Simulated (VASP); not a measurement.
# PbS (Fm-3m) in VASP: single point with HSE06

Aim: the single point of PbS with HSE06.

Everything below comes from runs of VASP 6.6.1. Logs are shortened: lines on timing, memory, paths and dates and some standing lists are left out, and cuts for length are marked.

## Step 1: The cell of the first run

It takes space group Fm-3m (No. 225, cubic). Conventional cell: a = 5.904 Å, b = 5.904 Å, c = 5.904 Å, α = 90.00°, β = 90.00°, γ = 90.00°. Within 3.9 Å of Pb (site symmetry m-3m) lie 6 S at 2.95 Å. S (site symmetry m-3m) has 6 Pb at 2.95 Å within 3.9 Å.

## Step 2: Single point, HSE06

POSCAR reads:

```
PbS
1.0
    0.0000000000      2.9518857612      2.9518857612
    2.9518857612      0.0000000000      2.9518857612
    2.9518857612      2.9518857612      0.0000000000
Pb S
1 1
Direct
    0.0000000000      0.0000000000      0.0000000000
    0.5000000000      0.5000000000      0.5000000000
```

INCAR.step1 reads:

```
PREC     = Accurate       # precision mode
ENCUT    = 520            # plane-wave cutoff, eV
EDIFF    = 1E-5           # SCF threshold, eV
ISMEAR   = 0              # smearing method
SIGMA    = 0.01           # smearing width, eV
LREAL    = F              # projectors in reciprocal space
LASPH    = T              # aspherical terms in the spheres
NELM     = 60             # most SCF steps
ALGO     = Normal         # electronic algorithm
ISIF     = 2              # what is computed and relaxed
LWAVE    = T              # write WAVECAR
LCHARG   = F              # write CHGCAR
NBANDS   = 17             # bands
GGA      = PE             # functional
```

INCAR.step2 reads:

```
PREC     = Accurate       # precision mode
ENCUT    = 520            # plane-wave cutoff, eV
EDIFF    = 1E-6           # SCF threshold, eV
ISMEAR   = 0              # smearing method
SIGMA    = 0.01           # smearing width, eV
LREAL    = F              # projectors in reciprocal space
LASPH    = T              # aspherical terms in the spheres
NELM     = 60             # most SCF steps
ALGO     = Normal         # electronic algorithm
ISIF     = 2              # what is computed and relaxed
LWAVE    = F              # write WAVECAR
LCHARG   = F              # write CHGCAR
GGA      = PE             # functional
LHFCALC  = T              # exact exchange
HFSCREEN = 0.2079         # screening, 1/A
PRECFOCK = Normal       
NBANDS   = 17             # bands
ISTART   = 1
```

KPOINTS reads:

```
Automatic mesh
0
Gamma
  6 6 6
```

Potentials or basis: VASP PAW PBE potentials, release 64 (Pb_d, S).

Run with:

```bash
cat potpaw_PBE.64/Pb_d/POTCAR potpaw_PBE.64/S/POTCAR > POTCAR
cp INCAR.step1 INCAR
mpirun -np 1 vasp_std > vasp.out
cp INCAR.step2 INCAR
mpirun -np 1 vasp_std > vasp.out
```

OUTCAR:

```text
PREC = Accurate
   ENCUT = 520
   EDIFF = 1E-6
   ISMEAR = 0
   LREAL = F
   LASPH = T
   NELM = 60
   ISIF = 2
   GGA = PE
   LHFCALC = T
   HFSCREEN = 0.2079
   PRECFOCK = Normal
   ISTART = 1

 ion  position               nearest neighbor table
   1  0.000  0.000  0.000-   2 2.95   2 2.95   2 2.95   2 2.95   2 2.95   2 2.95
   2  0.500  0.500  0.500-   1 2.95   1 2.95   1 2.95   1 2.95   1 2.95   1 2.95

  LATTYP: Found a face centered cubic cell.
 ALAT       =     5.9037715224

  Lattice vectors:

 A1 = (   0.0000000000,   2.9518857612,   2.9518857612)
 A2 = (   2.9518857612,   0.0000000000,   2.9518857612)
 A3 = (   2.9518857612,   2.9518857612,   0.0000000000)

Analysis of symmetry for initial positions (statically):
=====================================================================
 Subroutine PRICEL returns:
 Original cell was already a primitive cell.

 Routine SETGRP: Setting up the symmetry group for a
 face centered cubic supercell.

 Subroutine GETGRP returns: Found 48 space group operations
 (whereof 48 operations were pure point group operations)
 out of a pool of 48 trial point group operations.

The static configuration has the point symmetry O_h .

Analysis of symmetry for dynamics (positions and initial velocities):
=====================================================================
 Subroutine PRICEL returns:
 Original cell was already a primitive cell.

 Routine SETGRP: Setting up the symmetry group for a
 face centered cubic supercell.

 Subroutine GETGRP returns: Found 48 space group operations
 (whereof 48 operations were pure point group operations)
 out of a pool of 48 trial point group operations.

The dynamic configuration has the point symmetry O_h .

 Subroutine INISYM returns: Found 48 space group operations
 (whereof 48 operations are pure point group operations),
 and found     1 'primitive' translations

----------------------------------------------------------------------------------------

                                     Primitive cell

  volume of cell :      51.4433

  direct lattice vectors                    reciprocal lattice vectors
     0.000000000  2.951885761  2.951885761    -0.169383249  0.169383249  0.169383249
     2.951885761  0.000000000  2.951885761     0.169383249 -0.169383249  0.169383249
[... 79 lines left out ...]
   NSW    =      0    number of steps for IOM
   IBRION =     -1    ionic relax: 0-MD 1-quasi-New 2-CG
   NFREE  =      0    steps in history (QN), initial steepest desc. (CG)
   ISIF   =      2    stress and relaxation
   ISYM   =      3    0-nonsym 1-usesym 2-fastsym
   POTIM  = 0.5000    time-step for ionic-motion
   TEBEG  =    0.0;   TEEND  =   0.0 temperature during run
   PSTRESS=    0.0 pullay stress
   NELECT =      20.0000    total number of electrons
   NUPDOWN=      -1.0000    fix difference up-down
   EMIN   =  10.00;   EMAX   =-10.00  energy-range for DOS
   EFERMI =   0.00;   METHOD = LEGACY
   ISMEAR =     0;   SIGMA  =   0.01  broadening in eV -4-tet -1-fermi 0-gaus
   EFERMI_NEDOS =   21; number of points for ismear=-14 and -15
   IALGO  =     38    algorithm
   IMIX   =      1    mixing-type and parameters
     AMIX     =   0.40;   BMIX     =  1.00
     AMIX_MAG =   1.60;   BMIX_MAG =  1.00
  volume/ion in A,a.u.               =      25.72       173.58
  Fermi-wavevector in a.u.,A,eV,Ry     =   1.194837  2.257914 19.424156  1.427635
  Thomas-Fermi vector in A             =   2.330817
   LORBIT       =      0    0 simple, 1 ext, 2 COOP (PROOUT), +10 PAW based schemes
   GGA     = PE    functional components
   LHFCALC =     T    Hartree Fock is set to
   PRECFOCK=normal    Normal, Fast or Accurate (Low or Medium for compatibility)
   ENCUT4O =  -1.0   cutoff for four orbital integrals eV
   NKREDX  =     1    reduce k-point grid by
   NKREDY  =     1    reduce k-point grid by
   NKREDZ  =     1    reduce k-point grid by
   AEXX    =    0.2500 exact exchange contribution
   HFSCREEN=    0.2079 screening length (either q_TF or 0.3 A-1)
   HFSCREENC=   0.2079 screening length for correlation (either q_TF or 0.3 A-1)
   ENCUTFOCK=  -1.0 apply spherical cutoff to Coloumb kernel
   IVDW    =     0    specifies the selected vdW correction
   LEPSILON=     F    determine dielectric tensor
   LRPA    =     F    only Hartree local field effects (RPA)
 non-spin polarized calculation
 Gauss-broadening in eV      SIGMA  =   0.01
  energy-cutoff  :      520.00
  volume of cell :       51.44
 maximum number of plane-waves:      1411
  NGX = 24; NGY = 24; NGZ = 24

 number of electron      19.9999997 magnetization

 Free energy of the ion-electron system (eV)
  ---------------------------------------------------
  ext. energy  EPLUGINS =         0.00000000
  ---------------------------------------------------
  free energy    TOTEN  =       -10.39760938 eV

  energy without entropy =      -10.39760938  energy(sigma->0) =      -10.39760938

 E-fermi :   5.8654     XC(G=0):  -8.0969

 val. band max:        5.7596531158   @ k =   0.5000   0.0000   0.0000
 cond. band min:       6.4889283734   @ k =   0.5000   0.0000   0.0000
 fundamental gap:      0.7292752576
 Fermi energy:         5.8653763991

 k-point     1 :       0.0000    0.0000    0.0000
  band No.  band energies     occupation
      1     -12.8836      2.00000
      2     -12.8836      2.00000
      3     -12.8836      2.00000
      4     -12.8804      2.00000
      5     -12.8804      2.00000
      6      -9.5598      2.00000
[... 297 lines left out ...]
      4     -12.8436      2.00000
      5     -12.8197      2.00000
      6      -7.6681      2.00000
[... 9 lines left out ...]
     16      18.6543      0.00000
     17      19.0719      0.00000

------------------------ aborting loop because EDIFF is reached ----------------------------------------

  FORCE on cell =-STRESS in cart. coord.  units (eV):
  Direction    XX          YY          ZZ          XY          YZ          ZX
  --------------------------------------------------------------------------------------
  -------------------------------------------------------------------------------------
  Total        0.6043068      0.6043068      0.6043068      0.0000000     -0.0000000      0.0000000
  in kB       18.8208596     18.8208596     18.8208596      0.0000000     -0.0000000      0.0000000
  external PRESSURE =      18.8208596 kB  Pullay stress =       0.0000000 kB

 VOLUME and BASIS-vectors are now :
 -----------------------------------------------------------------------------
  energy-cutoff  :      520.00
  volume of cell :       51.44
      direct lattice vectors                 reciprocal lattice vectors
     0.000000000  2.951885761  2.951885761    -0.169383249  0.169383249  0.169383249
     2.951885761  0.000000000  2.951885761     0.169383249 -0.169383249  0.169383249
     2.951885761  2.951885761  0.000000000     0.169383249  0.169383249 -0.169383249

 POSITION                                       TOTAL-FORCE (eV/Angst)
 -----------------------------------------------------------------------------------
      0.00000      0.00000      0.00000         0.000000     -0.000000      0.000000
      2.95189      2.95189      2.95189        -0.000000      0.000000     -0.000000
 -----------------------------------------------------------------------------------
    total drift:                                0.000000      0.000000      0.000001

  FREE ENERGIE OF THE ION-ELECTRON SYSTEM (eV)
  ---------------------------------------------------
  free  energy   TOTEN  =       -10.3976093827 eV

  energy  without entropy=      -10.3976093827  energy(sigma->0) =      -10.39760938
```

OUTCAR.step1:

```text
PREC = Accurate
   ENCUT = 520
   EDIFF = 1E-5
   ISMEAR = 0
   LREAL = F
   LASPH = T
[... 529 lines left out ...]
 -----------------------------------------------------------------------------------
      0.00000      0.00000      0.00000         0.000000      0.000000      0.000000
      2.95189      2.95189      2.95189         0.000000     -0.000000     -0.000000
 -----------------------------------------------------------------------------------
    total drift:                                0.000000     -0.000000     -0.000000

  FREE ENERGIE OF THE ION-ELECTRON SYSTEM (eV)
  ---------------------------------------------------
  free  energy   TOTEN  =        -8.7455135546 eV

  energy  without entropy=       -8.7455135546  energy(sigma->0) =       -8.74551355
```

OSZICAR.step1:

```text
N       E                     dE             d eps       ncg     rms          rms(c)
DAV:   1     0.152288822957E+03    0.15229E+03   -0.94158E+03   560   0.122E+03
DAV:   2     0.172209819853E+01   -0.15057E+03   -0.14511E+03   603   0.306E+02
DAV:   3    -0.895696551980E+01   -0.10679E+02   -0.10611E+02   701   0.869E+01
DAV:   4    -0.920496988153E+01   -0.24800E+00   -0.24784E+00   703   0.148E+01
DAV:   5    -0.921488272181E+01   -0.99128E-02   -0.99122E-02   782   0.280E+00    0.474E+00
DAV:   6    -0.874195025624E+01    0.47293E+00   -0.13402E+00   832   0.799E+00    0.333E+00
DAV:   7    -0.874224032203E+01   -0.29007E-03   -0.14240E-01   652   0.190E+00    0.190E+00
DAV:   8    -0.874579581130E+01   -0.35555E-02   -0.15798E-02   612   0.136E+00    0.250E-01
DAV:   9    -0.874533741245E+01    0.45840E-03   -0.31123E-03   831   0.505E-01    0.780E-02
DAV:  10    -0.874550198029E+01   -0.16457E-03   -0.33671E-04   583   0.110E-01    0.446E-02
DAV:  11    -0.874551288188E+01   -0.10902E-04   -0.51547E-05   727   0.762E-02    0.144E-02
DAV:  12    -0.874551355458E+01   -0.67270E-06   -0.34867E-06   416   0.221E-02
   1 F= -.87455136E+01 E0= -.87455136E+01  d E =-.270324E-12
```

Run time: 85 min. Hardware: 1 thread of Oxide Virtual Turin-like, shared host; peak memory 0.27 GiB.

Results:

* Free energy: -10.3976 eV
* Pressure: 1.9 GPa
* Band gap on the k mesh: 0.73 eV

Caveat: the PAW data sets were made with another functional, which shifts forces and pressure a little; spin-orbit coupling is left out, which moves the levels of the heavy elements. A k mesh can miss the band edges.
